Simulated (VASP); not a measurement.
# GeMo2 (Fm-3m) in VASP: notebook

Runs on GeMo2. Level: PBE. Tasks: single point, relaxation of cell and atoms.

Everything below comes from runs of VASP 6.6.1. Logs are shortened: lines on timing, memory, paths and dates and some standing lists are left out, and cuts for length are marked.

## 1. The cell of the first run

It takes space group Fm-3m (No. 225, cubic). The conventional cell has a = 5.947 Å, b = 5.947 Å, c = 5.947 Å, α = 90.00°, β = 90.00°, γ = 90.00°. Ge (site symmetry m-3m) has 8 Mo at 2.58 Å within 3.4 Å. Within 3.4 Å of Mo (site symmetry -43m) lie 4 Ge at 2.58 Å and 6 Mo at 2.97 Å.

## 2. Single point, PBE

The input, INCAR:

```
SYSTEM = GeMo2
  PREC = Accurate
  ENCUT = 520
  EDIFF = 1E-7
  ISMEAR = 0
  SIGMA = 0.1
  LREAL = .FALSE.
  LASPH = .TRUE.
  NELM = 100
  ALGO = Fast
  ISIF = 2
  LWAVE = .FALSE.
  LCHARG = .TRUE.
  GGA = PE
  LELF = .TRUE.
  LVHAR = .TRUE.
  NBANDS = 28
```

The input, KPOINTS:

```
Automatic mesh
0
G
  6 6 6
  0 0 0
```

The input, POSCAR:

```
GeMo2
1.0
    0.0000000000      2.9735457677      2.9735457677
    2.9735457677      0.0000000000      2.9735457677
    2.9735457677      2.9735457677      0.0000000000
Ge Mo
1 2
Direct
    0.5000000000      0.5000000000      0.5000000000
    0.2500000000      0.2500000000      0.2500000000
    0.7500000000      0.7500000000      0.7500000000
```

Potentials or basis: VASP PAW PBE potentials, release 64 (Ge_d, Mo_sv).

Launch:

```
cat potpaw_PBE.64/Ge_d/POTCAR potpaw_PBE.64/Mo_sv/POTCAR > POTCAR
mpirun -np 1 vasp_std > vasp.out
```

OUTCAR:

```text
SYSTEM = GeMo2
   PREC = Accurate
   ENCUT = 520
   EDIFF = 1E-7
   ISMEAR = 0
   LREAL = .FALSE.
   LASPH = .TRUE.
   NELM = 100
   ISIF = 2
   GGA = PE

 ion  position               nearest neighbor table
   1  0.500  0.500  0.500-   2 2.58   2 2.58   2 2.58   2 2.58   3 2.58   3 2.58   3 2.58   3 2.58

   2  0.250  0.250  0.250-   1 2.58   1 2.58   1 2.58   1 2.58   3 2.97   3 2.97   3 2.97   3 2.97
                             3 2.97   3 2.97
   3  0.750  0.750  0.750-   1 2.58   1 2.58   1 2.58   1 2.58   2 2.97   2 2.97   2 2.97   2 2.97
                             2 2.97   2 2.97

  LATTYP: Found a face centered cubic cell.
 ALAT       =     5.9470915354

  Lattice vectors:

 A1 = (   0.0000000000,   2.9735457677,   2.9735457677)
 A2 = (   2.9735457677,   0.0000000000,   2.9735457677)
 A3 = (   2.9735457677,   2.9735457677,   0.0000000000)

Analysis of symmetry for initial positions (statically):
=====================================================================
 Subroutine PRICEL returns:
 Original cell was already a primitive cell.

 Routine SETGRP: Setting up the symmetry group for a
 face centered cubic supercell.

 Subroutine GETGRP returns: Found 48 space group operations
 (whereof 48 operations were pure point group operations)
 out of a pool of 48 trial point group operations.

The static configuration has the point symmetry O_h .

Analysis of symmetry for dynamics (positions and initial velocities):
=====================================================================
 Subroutine PRICEL returns:
 Original cell was already a primitive cell.

 Routine SETGRP: Setting up the symmetry group for a
 face centered cubic supercell.

 Subroutine GETGRP returns: Found 48 space group operations
 (whereof 48 operations were pure point group operations)
 out of a pool of 48 trial point group operations.

The dynamic configuration has the point symmetry O_h .

 Subroutine INISYM returns: Found 48 space group operations
 (whereof 48 operations are pure point group operations),
 and found     1 'primitive' translations

----------------------------------------------------------------------------------------

                                     Primitive cell

  volume of cell :      52.5840

  direct lattice vectors                    reciprocal lattice vectors
     0.000000000  2.973545768  2.973545768    -0.168149421  0.168149421  0.168149421
     2.973545768  0.000000000  2.973545768     0.168149421 -0.168149421  0.168149421
     2.973545768  2.973545768  0.000000000     0.168149421  0.168149421 -0.168149421

  length of vectors
     4.205228753  4.205228753  4.205228753     0.291243341  0.291243341  0.291243341

  position of ions in fractional coordinates (direct lattice)
     0.500000000  0.500000000  0.500000000
     0.250000000  0.250000000  0.250000000
     0.750000000  0.750000000  0.750000000

  ion indices of the primitive-cell ions
   primitive index   ion index
                 1           1
                 2           2
                 3           3

----------------------------------------------------------------------------------------

 KPOINTS: Automatic mesh

Automatic generation of k-mesh.
 Grid dimensions read from file:
 generate k-points for:    6    6    6

 Generating k-lattice:

  Cartesian coordinates                     Fractional coordinates (reciprocal lattice)
    -0.028024904  0.028024904  0.028024904     0.166666667  0.000000000  0.000000000
     0.028024904 -0.028024904  0.028024904     0.000000000  0.166666667  0.000000000
     0.028024904  0.028024904 -0.028024904     0.000000000  0.000000000  0.166666667

  Length of vectors
     0.048540557  0.048540557  0.048540557

  Shift w.r.t. Gamma in fractional coordinates (k-lattice)
     0.000000000  0.000000000  0.000000000

 Subroutine IBZKPT returns following result:
 ===========================================

 Found     16 irreducible k-points:

 Following reciprocal coordinates:
            Coordinates               Weight
  0.000000  0.000000  0.000000      1.000000
  0.166667  0.000000  0.000000      8.000000
  0.333333  0.000000  0.000000      8.000000
  0.500000  0.000000  0.000000      4.000000
  0.166667  0.166667  0.000000      6.000000
  0.333333  0.166667  0.000000     24.000000
[... 8 lines left out ...]
 -0.333333  0.333333  0.166667     24.000000
 -0.333333  0.500000  0.166667     12.000000
   k-points           NKPTS =     16   k-points in BZ     NKDIM =     16   number of bands    NBANDS=     28
   number of dos      NEDOS =    301   number of ions     NIONS =      3
   total plane-waves  NPLWV =  32768
   dimension x,y,z NGX =    32 NGY =   32 NGZ =   32
   dimension x,y,z NGXF=    64 NGYF=   64 NGZF=   64
   ions per type =               1   2
   NGX,Y,Z   is equivalent  to a cutoff of  12.65, 12.65, 12.65 a.u.
   NGXF,Y,Z  is equivalent  to a cutoff of  25.30, 25.30, 25.30 a.u.
 SYSTEM =  GeMo2
   PREC   = accura    normal or accurate (medium, high low for compatibility)
   ISTART =      0    job   : 0-new  1-cont  2-samecut
   ICHARG =      2    charge: 1-file 2-atom 10-const
   ISPIN  =      1    spin polarized calculation?
   LNONCOLLINEAR =      F non collinear calculations
   LSORBIT =      F    spin-orbit coupling
   LASPH  =      T    aspherical Exc in radial PAW
   ENCUT  =  520.0 eV  38.22 Ry    6.18 a.u.   7.82  7.82  7.82*2*pi/ulx,y,z
   NELM   =    100;   NELMIN=  2; NELMDL= -5     # of ELM steps
   EDIFF  = 0.1E-06   stopping-criterion for ELM
   LREAL  =      F    real-space projection
   EDIFFG = 0.1E-05   stopping-criterion for IOM
   NSW    =      0    number of steps for IOM
   IBRION =     -1    ionic relax: 0-MD 1-quasi-New 2-CG
   NFREE  =      0    steps in history (QN), initial steepest desc. (CG)
   ISIF   =      2    stress and relaxation
   ISYM   =      2    0-nonsym 1-usesym 2-fastsym
   POTIM  = 0.5000    time-step for ionic-motion
   TEBEG  =    0.0;   TEEND  =   0.0 temperature during run
   PSTRESS=    0.0 pullay stress
   NELECT =      42.0000    total number of electrons
   NUPDOWN=      -1.0000    fix difference up-down
   EMIN   =  10.00;   EMAX   =-10.00  energy-range for DOS
   EFERMI =   0.00;   METHOD = LEGACY
   ISMEAR =     0;   SIGMA  =   0.10  broadening in eV -4-tet -1-fermi 0-gaus
   EFERMI_NEDOS =   21; number of points for ismear=-14 and -15
   IALGO  =     68    algorithm
   IMIX   =      4    mixing-type and parameters
     AMIX     =   0.40;   BMIX     =  1.00
     AMIX_MAG =   1.60;   BMIX_MAG =  1.00
  volume/ion in A,a.u.               =      17.53       118.28
  Fermi-wavevector in a.u.,A,eV,Ry     =   1.518938  2.870376 31.390978  2.307172
  Thomas-Fermi vector in A             =   2.627991
   LORBIT       =      0    0 simple, 1 ext, 2 COOP (PROOUT), +10 PAW based schemes
   GGA     = PE    functional components
   LHFCALC =     F    Hartree Fock is set to
   AEXX    =    0.0000 exact exchange contribution
   IVDW    =     0    specifies the selected vdW correction
   LEPSILON=     F    determine dielectric tensor
   LRPA    =     F    only Hartree local field effects (RPA)
 non-spin polarized calculation
 RMM-DIIS sequential band-by-band and
 Gauss-broadening in eV      SIGMA  =   0.10
  energy-cutoff  :      520.00
  volume of cell :       52.58
 maximum number of plane-waves:      1430
   NGX = 15   NGY = 15   NGZ = 15

 number of electron      42.0000014 magnetization

 Free energy of the ion-electron system (eV)
  ---------------------------------------------------
  ext. energy  EPLUGINS =         0.00000000
  ---------------------------------------------------
  free energy    TOTEN  =       -24.57059046 eV

  energy without entropy =      -24.54351313  energy(sigma->0) =      -24.55705179

 E-fermi :   9.5405     XC(G=0): -12.2050

 val. band max:        9.5205296907   @ k =  -0.1667   0.1667   0.0000
 cond. band min:       9.5703036768   @ k =   0.3333   0.1667   0.0000
 fundamental gap:      0.0497739860
 Fermi energy:         9.5405494554

 k-point     1 :       0.0000    0.0000    0.0000
  band No.  band energies     occupation
      1     -51.4752      2.00000
      2     -51.3493      2.00000
      3     -25.7023      2.00000
      4     -25.7023      2.00000
      5     -25.7023      2.00000
      6     -25.3514      2.00000
[... 20 lines left out ...]
     27      15.9021      0.00000
     28      15.9203      0.00000

 k-point     2 :       0.1667    0.0000    0.0000
  band No.  band energies     occupation
      1     -51.4665      2.00000
      2     -51.3576      2.00000
      3     -25.6824      2.00000
      4     -25.6802      2.00000
      5     -25.6802      2.00000
      6     -25.3826      2.00000
[... 20 lines left out ...]
     27      15.6898      0.00000
     28      15.7358      0.00000

 k-point     3 :       0.3333    0.0000    0.0000
  band No.  band energies     occupation
      1     -51.4431      2.00000
      2     -51.3803      2.00000
      3     -25.6281      2.00000
      4     -25.6190      2.00000
      5     -25.6190      2.00000
      6     -25.4592      2.00000
[... 20 lines left out ...]
     27      15.7124      0.00000
     28      15.7126      0.00000

 k-point     4 :       0.5000    0.0000    0.0000
  band No.  band energies     occupation
      1     -51.4116      2.00000
      2     -51.4114      2.00000
      3     -25.5582      2.00000
      4     -25.5401      2.00000
      5     -25.5333      2.00000
      6     -25.5333      2.00000
[... 330 lines left out ...]
     27      13.5752      0.00000
     28      16.3392      0.00000

 k-point    15 :      -0.3333    0.3333    0.1667
  band No.  band energies     occupation
      1     -51.4113      2.00000
      2     -51.4112      2.00000
      3     -25.7615      2.00000
      4     -25.7488      2.00000
      5     -25.5376      2.00000
      6     -25.5363      2.00000
[... 20 lines left out ...]
     27      13.5751      0.00000
     28      17.2087      0.00000

 k-point    16 :      -0.3333    0.5000    0.1667
  band No.  band energies     occupation
      1     -51.4215      2.00000
      2     -51.4007      2.00000
      3     -25.8070      2.00000
      4     -25.7703      2.00000
      5     -25.6460      2.00000
      6     -25.4255      2.00000
[... 20 lines left out ...]
     27      13.3178      0.00000
     28      17.6770      0.00000

------------------------ aborting loop because EDIFF is reached ----------------------------------------

  FORCE on cell =-STRESS in cart. coord.  units (eV):
  Direction    XX          YY          ZZ          XY          YZ          ZX
  --------------------------------------------------------------------------------------
  -------------------------------------------------------------------------------------
  Total        0.1163826      0.1163826      0.1163826     -0.0000000      0.0000000     -0.0000000
  in kB        3.5460484      3.5460484      3.5460484     -0.0000000      0.0000000     -0.0000000
  external PRESSURE =       3.5460484 kB  Pullay stress =       0.0000000 kB

 VOLUME and BASIS-vectors are now :
 -----------------------------------------------------------------------------
  energy-cutoff  :      520.00
  volume of cell :       52.58
      direct lattice vectors                 reciprocal lattice vectors
     0.000000000  2.973545768  2.973545768    -0.168149421  0.168149421  0.168149421
     2.973545768  0.000000000  2.973545768     0.168149421 -0.168149421  0.168149421
     2.973545768  2.973545768  0.000000000     0.168149421  0.168149421 -0.168149421

 POSITION                                       TOTAL-FORCE (eV/Angst)
 -----------------------------------------------------------------------------------
      2.97355      2.97355      2.97355         0.000000      0.000000     -0.000000
      1.48677      1.48677      1.48677         0.000000     -0.000000      0.000000
      4.46032      4.46032      4.46032        -0.000000      0.000000      0.000000
 -----------------------------------------------------------------------------------
    total drift:                               -0.000000     -0.000000      0.000000

  FREE ENERGIE OF THE ION-ELECTRON SYSTEM (eV)
  ---------------------------------------------------
  free  energy   TOTEN  =       -24.5705904566 eV

  energy  without entropy=      -24.5435131288  energy(sigma->0) =      -24.55705179
```

Run time: 33 s. Hardware: 1 thread of AMD EPYC 7R43 (Zen 3), shared host; peak memory 0.14 GiB.

What came out:

```
Free energy            : -24.5706 eV
Pressure               : 0.4 GPa
Band gap on the k mesh : zero (band 21 reaches 11.18 eV, above the bottom of band 22 at 9.15 eV)
```

Levels at points of the mesh, in eV from the Fermi level:
| k point | band 19 | band 20 | band 21 | band 22 | band 23 | band 24 |
| --- | --- | --- | --- | --- | --- | --- |
| (0.00, 0.00, 0.00) | -3.18 | 1.64 | 1.64 | 1.64 | 2.15 | 3.35 |
| (0.50, 0.00, 0.00) | -1.36 | -0.61 | -0.39 | -0.39 | -0.34 | -0.34 |
| (0.50, 0.50, 0.00) | -2.21 | -2.21 | 0.05 | 0.05 | 0.90 | 0.90 |

(Continued in part 2 of 3.)
